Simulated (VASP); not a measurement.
**CsMoPb4: relaxation of cell and atoms with PBE**

Crystal: CsMoPb4.

```
Cs Mo Pb
1.0
     6.50452    0.00000    0.00000
    -3.25226    5.63308    0.00000
     0.00000    0.00000    6.36652
Cs Mo Pb
1 1 4
Direct
  0.00000 0.00000 0.00000
  0.00000 0.00000 0.50000
  0.33333 0.66667 0.50000
  0.66667 0.33333 0.50000
  0.33333 0.66667 0.00000
  0.66667 0.33333 0.00000
```

The cell was generated, and may not be a known phase.

- Program: VASP 6.6.1
- Task: relaxation of cell and atoms
- Functional: PBE
- Potentials or basis: VASP PAW PBE potentials, release 64 (Cs_sv, Mo_sv, Pb_d)
- Cutoff: 600 eV
- k mesh: 3 × 3 × 4
- Occupations: gaussian, width 0.1 eV
- Spin: no spin polarisation
- Dipole correction: no
- Further INCAR settings: ALGO = Fast; EDIFF = 1e-06; IBRION = 2; EDIFFG = -0.04; NSW = 90; ISIF = 3

| Quantity | Value |
| --- | --- |
| Relaxed volume | 32.08 Å³/atom |
| Relaxed cell | a = 5.836 Å, b = 5.836 Å, c = 6.525 Å, α = 90.00°, β = 90.00°, γ = 120.00° |
| Space group after relaxing (to 0.1 Å) | P6/mmm (No. 191) |
| Energy gained by relaxing | 174.2 meV/atom |
| Ionic steps | 8 |
| Pressure after relaxing | -0.1 GPa |
| Band gap on the k mesh | zero (an odd number of electrons rules out a gap without spin polarisation) |

Stress tensor (GPa, compression positive):
```
-0.10  0.00  0.00
 0.00 -0.10  0.00
 0.00  0.00  0.01
```

Step by step:
```
step  energy change (eV)  largest force (eV/Å)  pressure (GPa)  volume (Å³)
   1              0.0000                0.0000           -3.66       233.27
   2             -0.8041                0.0000           -1.80       204.28
   3             -1.0032                0.0000            0.56       188.07
   4             -1.0039                0.0000            0.79       186.84
   5             -1.0413                0.0000            0.45       189.49
   6             -1.0418                0.0000            0.41       189.95
   7             -1.0419                0.0000            0.41       189.85
   8             -1.0449                0.0000           -0.06       192.49
```

Final structure:
```
CELL_PARAMETERS angstrom
5.83642 0.00000 0.00000
-2.91821 5.05449 0.00000
0.00000 0.00000 6.52495
ATOMIC_POSITIONS crystal
Cs 0.00000 0.00000 0.00000
Mo 0.00000 0.00000 0.50000
Pb 0.33333 0.66667 0.50000
Pb 0.66667 0.33333 0.50000
Pb 0.33333 0.66667 0.00000
Pb 0.66667 0.33333 0.00000
```

Levels at points of the mesh, in eV from the Fermi level:
| k point | band 35 | band 36 | band 37 | band 38 | band 39 | band 40 | band 41 | band 42 | band 43 | band 44 |
| --- | --- | --- | --- | --- | --- | --- | --- | --- | --- | --- |
| (0.00, 0.00, 0.00) | -2.64 | -1.01 | -1.01 | -0.56 | -0.34 | -0.30 | -0.30 | 1.06 | 1.06 | 1.65 |
| (0.00, 0.00, 0.50) | -1.87 | -1.87 | -0.09 | 0.00 | 0.00 | 0.23 | 0.81 | 0.81 | 0.86 | 2.20 |

It took 19 min on 1 thread of Intel(R) Xeon(R) Platinum 8488C (Sapphire Rapids) (shared host), peak memory 0.5 GiB.

Caveat: the k points lie up to 0.41 Å⁻¹ apart in the final cell, too coarse for converged energies and pressures of a metal; the volume moved by over 15 % at a fixed basis, so the end points are rough; spin-orbit coupling is left out, which moves the levels of the heavy elements.
